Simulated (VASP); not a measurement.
# Sr in VASP: notebook, part 2 of 2

VASP 6.6.1.

**4. Single point, PBEsol (strain +0.025 along x and y, +0.025 along z)**

The input, INCAR:

```
PREC = Accurate ; ENCUT = 520
EDIFF = 1E-6 ; ISMEAR = 0
SIGMA = 0.03 ; LREAL = F
LASPH = T ; NELM = 60
ALGO = Normal ; ISIF = 2
LWAVE = F ; LCHARG = F
GGA = PS ; NBANDS = 11
```

The input, KPOINTS:

```
Automatic mesh
0
Gamma
  10 10 10
```

The input, POSCAR:

```
Sr
1.0
    0.0000000000      3.1184087500      3.1184087500
    3.1184087500      0.0000000000      3.1184087500
    3.1184087500      3.1184087500      0.0000000000
Sr
1
Direct
    0.0000000000      0.0000000000      0.0000000000
```

Potentials or basis: VASP PAW PBE potentials, release 64 (Sr_sv).

Command:

```sh
$ cat potpaw_PBE.64/Sr_sv/POTCAR > POTCAR
$ mpirun -np 1 vasp_std > vasp.out
```

OUTCAR:

```text
PREC = Accurate
   ENCUT = 520
   EDIFF = 1E-6
   ISMEAR = 0
   LREAL = F
   LASPH = T
   NELM = 60
   ISIF = 2
   GGA = PS

 ion  position               nearest neighbor table
   1  0.000  0.000  0.000-

  LATTYP: Found a face centered cubic cell.
 ALAT       =     6.2368175000

  Lattice vectors:

 A1 = (   0.0000000000,   3.1184087500,   3.1184087500)
 A2 = (   3.1184087500,   0.0000000000,   3.1184087500)
 A3 = (   3.1184087500,   3.1184087500,   0.0000000000)

Analysis of symmetry for initial positions (statically):
=====================================================================
 Subroutine PRICEL returns:
 Original cell was already a primitive cell.

 Routine SETGRP: Setting up the symmetry group for a
 face centered cubic supercell.

 Subroutine GETGRP returns: Found 48 space group operations
 (whereof 48 operations were pure point group operations)
 out of a pool of 48 trial point group operations.

The static configuration has the point symmetry O_h .

Analysis of symmetry for dynamics (positions and initial velocities):
[... 165 lines left out ...]
 k-point     1 :       0.0000    0.0000    0.0000
  band No.  band energies     occupation
      1     -35.5591      2.00000
      2     -17.4724      2.00000
      3     -17.4724      2.00000
      4     -17.4724      2.00000
      5      -2.3255      2.00000
      6       3.4052      0.00000
      7       3.4052      0.00000
      8       3.4052      0.00000
      9       4.7288      0.00000
     10       4.7288      0.00000
     11       8.0026      0.00000
[... 309 lines left out ...]
 k-point    24 :       0.4000    0.3000    0.0000
  band No.  band energies     occupation
      1     -35.5498      2.00000
      2     -17.5780      2.00000
      3     -17.5160      2.00000
      4     -17.5117      2.00000
      5      -0.1834      2.00000
      6       1.8406      0.00000
      7       2.4605      0.00000
      8       4.4130      0.00000
      9       4.7131      0.00000
     10       5.5789      0.00000
     11       6.9249      0.00000

 [... further k-points ...]

------------------------ aborting loop because EDIFF is reached ----------------------------------------

  FORCE on cell =-STRESS in cart. coord.  units (eV):
  Direction    XX          YY          ZZ          XY          YZ          ZX
  --------------------------------------------------------------------------------------
  -------------------------------------------------------------------------------------
  Total       -0.5471801     -0.5471801     -0.5471801      0.0000000      0.0000000     -0.0000000
  in kB      -14.4547899    -14.4547899    -14.4547899      0.0000000      0.0000000     -0.0000000
  external PRESSURE =     -14.4547899 kB  Pullay stress =       0.0000000 kB

 VOLUME and BASIS-vectors are now :
 -----------------------------------------------------------------------------
  energy-cutoff  :      520.00
  volume of cell :       60.65
      direct lattice vectors                 reciprocal lattice vectors
     0.000000000  3.118408750  3.118408750    -0.160338185  0.160338185  0.160338185
     3.118408750  0.000000000  3.118408750     0.160338185 -0.160338185  0.160338185
     3.118408750  3.118408750  0.000000000     0.160338185  0.160338185 -0.160338185

 POSITION                                       TOTAL-FORCE (eV/Angst)
 -----------------------------------------------------------------------------------
      0.00000      0.00000      0.00000         0.000000      0.000000      0.000000
 -----------------------------------------------------------------------------------
    total drift:                               -0.000000      0.000000      0.000000

  FREE ENERGIE OF THE ION-ELECTRON SYSTEM (eV)
  ---------------------------------------------------
  free  energy   TOTEN  =        -1.7932259644 eV

  energy  without entropy=       -1.7918955913  energy(sigma->0) =       -1.79256078
```

Run time: 12 s. Hardware: 1 thread of Intel Xeon 6975P-C (Granite Rapids), shared host; peak memory 0.21 GiB.

Results:

```yaml
Free_energy: -1.7932 eV
Pressure: -1.4 GPa
Band_gap_on_the_k_mesh: zero (bands 5 and 6 overlap by 0.10 eV)
```

Levels at points of the mesh, in eV from the Fermi level:
```tsv
k point	band 3	band 4	band 5	band 6	band 7	band 8
(0.00, 0.00, 0.00)	-18.66	-18.66	-3.52	2.21	2.21	2.21
(0.50, 0.00, 0.00)	-18.68	-18.68	-1.10	-0.04	2.08	2.08
(0.50, 0.50, 0.00)	-18.71	-18.71	-0.56	0.40	0.85	4.48
```

Caveat: the cell differs from its parent crystal (strain +0.025 along x and y, +0.025 along z); the PAW data sets were made with another functional, which shifts forces and pressure a little.

**5. Single point, PBEsol (strain +0.050 along x and y, +0.050 along z)**

The input, INCAR:

```
PREC = Accurate
ENCUT = 520
EDIFF = 1E-7
ISMEAR = 0
SIGMA = 0.03
LREAL = F
LASPH = T
NELM = 100
ALGO = Normal
ISIF = 2
LWAVE = F
LCHARG = F
GGA = PS
NBANDS = 11
```

KPOINTS is that of step 4.

The input, POSCAR:

```
Sr
1.0
    0.0000000000      3.1944675000      3.1944675000
    3.1944675000      0.0000000000      3.1944675000
    3.1944675000      3.1944675000      0.0000000000
Sr
1
Direct
    0.0000000000      0.0000000000      0.0000000000
```

Command:

```sh
$ cat potpaw_PBE.64/Sr_sv/POTCAR > POTCAR
$ mpirun -np 1 vasp_std > vasp.out
```

Wall time 15 s (1 thread of Intel Xeon 6975P-C (Granite Rapids), shared host); peak memory 0.2 GiB.

The run converged. Its results:

| Property | Result |
| --- | --- |
| Free energy | -1.7458 eV |
| Pressure | -1.9 GPa |
| Band gap on the k mesh | zero (bands 5 and 6 overlap by 0.17 eV) |

Levels at points of the mesh, in eV from the Fermi level:
```csv
k point,band 2,band 3,band 4,band 5,band 6,band 7,band 8,band 9
"(0.00, 0.00, 0.00)",-18.81,-18.81,-18.81,-3.39,2.14,2.14,2.14,3.36
"(0.50, 0.00, 0.00)",-18.92,-18.83,-18.83,-1.06,-0.08,2.02,2.02,4.22
"(0.50, 0.50, 0.00)",-18.91,-18.85,-18.85,-0.48,0.45,0.75,4.22,4.46
```

Caveat: the cell differs from its parent crystal (strain +0.050 along x and y, +0.050 along z); the PAW data sets were made with another functional, which shifts forces and pressure a little.

**6. Single point, PBEsol (strain -0.050 along x and y, -0.025 along z)**

The input, INCAR:

```
SYSTEM = Sr
ALGO     = Fast           ! electronic algorithm
EDIFF    = 1E-7           ! SCF threshold, eV
ENCUT    = 520            ! plane-wave cutoff, eV
GGA      = PS             ! functional
ISIF     = 2              ! what is computed and relaxed
ISMEAR   = 0              ! smearing method
LASPH    = .True.         ! aspherical terms in the spheres
LCHARG   = .True.         ! write CHGCAR
LELF     = .True.         ! ELF
LREAL    = .False.        ! projectors in reciprocal space
LVHAR    = .True.       
LWAVE    = .False.        ! write WAVECAR
NBANDS   = 11             ! bands
NELM     = 60             ! most SCF steps
PREC     = Accurate       ! precision mode
SIGMA    = 0.03           ! smearing width, eV
```

The input, KPOINTS:

```
k-points
0
Gamma
  10 10 10
  0 0 0
```

The input, POSCAR:

```
Sr
1.0
    0.0000000000      2.8902325000      2.9662912500
    2.8902325000      0.0000000000      2.9662912500
    2.8902325000      2.8902325000      0.0000000000
Sr
1
Direct
    0.0000000000      0.0000000000      0.0000000000
```

Potentials or basis: VASP PAW PBE potentials, release 64 (Sr_sv).

Command:

```sh
$ cat potpaw_PBE.64/Sr_sv/POTCAR > POTCAR
$ mpirun -np 1 vasp_std > vasp.out
```

OUTCAR:

```text
SYSTEM = Sr
   EDIFF = 1E-7
   ENCUT = 520
   GGA = PS
   ISIF = 2
   ISMEAR = 0
   LASPH = .True.
   LREAL = .False.
   NELM = 60
   PREC = Accurate

 ion  position               nearest neighbor table
   1  0.000  0.000  0.000-

  LATTYP: Found a body centered tetragonal cell.
 ALAT       =     4.0874059999
 C/A-ratio  =     1.4514297088

  Lattice vectors:

 A1 = (  -2.8902325000,   0.0000000000,   2.9662912500)
 A2 = (   2.8902325000,   0.0000000000,   2.9662912500)
 A3 = (   0.0000000000,   2.8902325000,  -2.9662912500)

Analysis of symmetry for initial positions (statically):
=====================================================================
 Subroutine PRICEL returns:
 Original cell was already a primitive cell.

 Routine SETGRP: Setting up the symmetry group for a
 body centered tetragonal supercell.

 Subroutine GETGRP returns: Found 16 space group operations
 (whereof 16 operations were pure point group operations)
 out of a pool of 16 trial point group operations.

The static configuration has the point symmetry D_4h.

Analysis of symmetry for dynamics (positions and initial velocities):
=====================================================================
 Subroutine PRICEL returns:
 Original cell was already a primitive cell.

 Routine SETGRP: Setting up the symmetry group for a
 body centered tetragonal supercell.

 Subroutine GETGRP returns: Found 16 space group operations
 (whereof 16 operations were pure point group operations)
 out of a pool of 16 trial point group operations.

The dynamic configuration has the point symmetry D_4h.

 Subroutine INISYM returns: Found 16 space group operations
 (whereof 16 operations are pure point group operations),
 and found     1 'primitive' translations

----------------------------------------------------------------------------------------

                                     Primitive cell

  volume of cell :      49.5575

  direct lattice vectors                    reciprocal lattice vectors
     0.000000000  2.890232500  2.966291250    -0.172996463  0.172996463  0.168560656
     2.890232500  0.000000000  2.966291250     0.172996463 -0.172996463  0.168560656
     2.890232500  2.890232500  0.000000000     0.172996463  0.172996463 -0.168560656

  length of vectors
     4.141536875  4.141536875  4.087406000     0.297099726  0.297099726  0.297099726

  position of ions in fractional coordinates (direct lattice)
     0.000000000  0.000000000  0.000000000

  ion indices of the primitive-cell ions
   primitive index   ion index
                 1           1

----------------------------------------------------------------------------------------

 KPOINTS: k-points

Automatic generation of k-mesh.
 Grid dimensions read from file:
 generate k-points for:   10   10   10

 Generating k-lattice:

  Cartesian coordinates                     Fractional coordinates (reciprocal lattice)
    -0.017299646  0.017299646  0.016856066     0.100000000 -0.000000000  0.000000000
     0.017299646 -0.017299646  0.016856066    -0.000000000  0.100000000  0.000000000
     0.017299646  0.017299646 -0.016856066     0.000000000  0.000000000  0.100000000

  Length of vectors
     0.029709973  0.029709973  0.029709973

  Shift w.r.t. Gamma in fractional coordinates (k-lattice)
     0.000000000  0.000000000  0.000000000

 Subroutine IBZKPT returns following result:
 ===========================================

 Found    102 irreducible k-points:

 Following reciprocal coordinates:
            Coordinates               Weight
  0.000000  0.000000  0.000000      1.000000
  0.100000  0.000000  0.000000      8.000000
  0.200000  0.000000  0.000000      8.000000
  0.300000  0.000000  0.000000      8.000000
  0.400000 -0.000000  0.000000      8.000000
  0.500000 -0.000000  0.000000      4.000000
[... 16 lines left out ...]
  0.300000  0.300000  0.000000      2.000000
  0.400000  0.300000  0.000000      8.000000
 [... further k-points ...]
   k-points           NKPTS =    102   k-points in BZ     NKDIM =    102   number of bands    NBANDS=     11
   number of dos      NEDOS =    301   number of ions     NIONS =      1
   total plane-waves  NPLWV =  30720
   dimension x,y,z NGX =    32 NGY =   32 NGZ =   30
   dimension x,y,z NGXF=    64 NGYF=   64 NGZF=   60
   ions per type =               1
   NGX,Y,Z   is equivalent  to a cutoff of  12.85, 12.85, 12.20 a.u.
   NGXF,Y,Z  is equivalent  to a cutoff of  25.69, 25.69, 24.40 a.u.
 SYSTEM =  Sr
   PREC   = accura    normal or accurate (medium, high low for compatibility)
   ISTART =      0    job   : 0-new  1-cont  2-samecut
   ICHARG =      2    charge: 1-file 2-atom 10-const
   ISPIN  =      1    spin polarized calculation?
   LNONCOLLINEAR =      F non collinear calculations
   LSORBIT =      F    spin-orbit coupling
   LASPH  =      T    aspherical Exc in radial PAW
   ENCUT  =  520.0 eV  38.22 Ry    6.18 a.u.   7.70  7.70  7.60*2*pi/ulx,y,z
   NELM   =     60;   NELMIN=  2; NELMDL= -5     # of ELM steps
   EDIFF  = 0.1E-06   stopping-criterion for ELM
   LREAL  =      F    real-space projection
   EDIFFG = 0.1E-05   stopping-criterion for IOM
   NSW    =      0    number of steps for IOM
   IBRION =     -1    ionic relax: 0-MD 1-quasi-New 2-CG
   NFREE  =      0    steps in history (QN), initial steepest desc. (CG)
   ISIF   =      2    stress and relaxation
   ISYM   =      2    0-nonsym 1-usesym 2-fastsym
   POTIM  = 0.5000    time-step for ionic-motion
   TEBEG  =    0.0;   TEEND  =   0.0 temperature during run
   PSTRESS=    0.0 pullay stress
   NELECT =      10.0000    total number of electrons
   NUPDOWN=      -1.0000    fix difference up-down
   EMIN   =  10.00;   EMAX   =-10.00  energy-range for DOS
   EFERMI =   0.00;   METHOD = LEGACY
   ISMEAR =     0;   SIGMA  =   0.03  broadening in eV -4-tet -1-fermi 0-gaus
   EFERMI_NEDOS =   21; number of points for ismear=-14 and -15
   IALGO  =     68    algorithm
   IMIX   =      4    mixing-type and parameters
     AMIX     =   0.40;   BMIX     =  1.00
     AMIX_MAG =   1.60;   BMIX_MAG =  1.00
  volume/ion in A,a.u.               =      49.56       334.43
  Fermi-wavevector in a.u.,A,eV,Ry     =   0.960222  1.814557 12.544933  0.922027
  Thomas-Fermi vector in A             =   2.089487
   LORBIT       =      0    0 simple, 1 ext, 2 COOP (PROOUT), +10 PAW based schemes
   GGA     = PS    functional components
   LHFCALC =     F    Hartree Fock is set to
   AEXX    =    0.0000 exact exchange contribution
   IVDW    =     0    specifies the selected vdW correction
   LEPSILON=     F    determine dielectric tensor
   LRPA    =     F    only Hartree local field effects (RPA)
 non-spin polarized calculation
 RMM-DIIS sequential band-by-band and
 Gauss-broadening in eV      SIGMA  =   0.03
  energy-cutoff  :      520.00
  volume of cell :       49.56
 maximum number of plane-waves:      1371
   NGX = 15   NGY = 15   NGZ = 15

 number of electron      10.0000000 magnetization

 Free energy of the ion-electron system (eV)
  ---------------------------------------------------
  ext. energy  EPLUGINS =         0.00000000
  ---------------------------------------------------
  free energy    TOTEN  =        -1.83516142 eV

  energy without entropy =       -1.83446925  energy(sigma->0) =       -1.83481533

 E-fermi :   1.8776     XC(G=0):  -7.7611

 val. band max:        1.8772151503   @ k =  -0.3000   0.4000   0.1000
 cond. band min:       1.8797879107   @ k =  -0.3000   0.4000   0.2000
 fundamental gap:      0.0025727605
 Fermi energy:         1.8775554368

 k-point     1 :       0.0000    0.0000    0.0000
  band No.  band energies     occupation
      1     -34.4770      2.00000
      2     -16.3575      2.00000
      3     -16.3537      2.00000
      4     -16.3537      2.00000
      5      -1.9563      2.00000
      6       4.2040      0.00000
      7       4.3540      0.00000
      8       4.3540      0.00000
      9       5.8208      0.00000
     10       6.0739      0.00000
     11       9.3033      0.00000
[... 309 lines left out ...]
 k-point    24 :       0.4000    0.3000    0.0000
  band No.  band energies     occupation
      1     -34.4536      2.00000
      2     -16.5728      2.00000
      3     -16.4379      2.00000
      4     -16.4267      2.00000
      5       0.4148      2.00000
      6       2.4538      0.00000
      7       3.1744      0.00000
      8       5.6828      0.00000
      9       6.0668      0.00000
     10       7.0540      0.00000
     11       8.9649      0.00000

 [... further k-points ...]

------------------------ aborting loop because EDIFF is reached ----------------------------------------

  FORCE on cell =-STRESS in cart. coord.  units (eV):
  Direction    XX          YY          ZZ          XY          YZ          ZX
  --------------------------------------------------------------------------------------
  -------------------------------------------------------------------------------------
  Total        0.1852696      0.1852696      0.1746671      0.0000000      0.0000000      0.0000000
  in kB        5.9897041      5.9897041      5.6469296      0.0000000      0.0000000      0.0000000
  external PRESSURE =       5.8754459 kB  Pullay stress =       0.0000000 kB

 VOLUME and BASIS-vectors are now :
 -----------------------------------------------------------------------------
  energy-cutoff  :      520.00
  volume of cell :       49.56
      direct lattice vectors                 reciprocal lattice vectors
     0.000000000  2.890232500  2.966291250    -0.172996463  0.172996463  0.168560656
     2.890232500  0.000000000  2.966291250     0.172996463 -0.172996463  0.168560656
     2.890232500  2.890232500  0.000000000     0.172996463  0.172996463 -0.168560656

 POSITION                                       TOTAL-FORCE (eV/Angst)
 -----------------------------------------------------------------------------------
      0.00000      0.00000      0.00000         0.000000     -0.000000      0.000000
 -----------------------------------------------------------------------------------
    total drift:                               -0.000000     -0.000000     -0.000000

  FREE ENERGIE OF THE ION-ELECTRON SYSTEM (eV)
  ---------------------------------------------------
  free  energy   TOTEN  =        -1.8351614211 eV

  energy  without entropy=       -1.8344692471  energy(sigma->0) =       -1.83481533
```

It took 29 s on 1 thread of Intel Xeon 6975P-C (Granite Rapids), shared host; peak memory 0.2 GiB.

What came out:

```
Free energy            : -1.8352 eV
Pressure               : 0.6 GPa
Band gap on the k mesh : zero (bands 5 and 6 overlap by 0.03 eV)
```

Caveat: the cell differs from its parent crystal (strain -0.050 along x and y, -0.025 along z); the PAW data sets were made with another functional, which shifts forces and pressure a little.

**7. Summary**

```csv
cell,gap on the mesh (eV),pressure (GPa)
"a = 4.087 Å, angles 60.0°, 1 atom",-,1.0
"a = 4.195 Å, angles 60.0°, 1 atom",none,-0.1
"a = 4.410 Å, angles 60.0°, 1 atom",none,-1.4
"a = 4.518 Å, angles 60.0°, 1 atom",none,-1.9
"a = 4.142, b = 4.142, c = 4.087 Å, angles 60.4, 60.4, 59.1°, 1 atom",none,0.6
```

Alike in all rows: task single point; level PBEsol; potentials or basis VASP PAW PBE potentials, release 64 (Sr_sv); no spin polarisation; k mesh 10 × 10 × 10; cutoff (eV) 520; smearing gaussian 0.03 eV.

Caveats: the PAW data sets were made with another functional, which shifts forces and pressure a little.

Absolute energies hang on the potentials; compare differences alone.
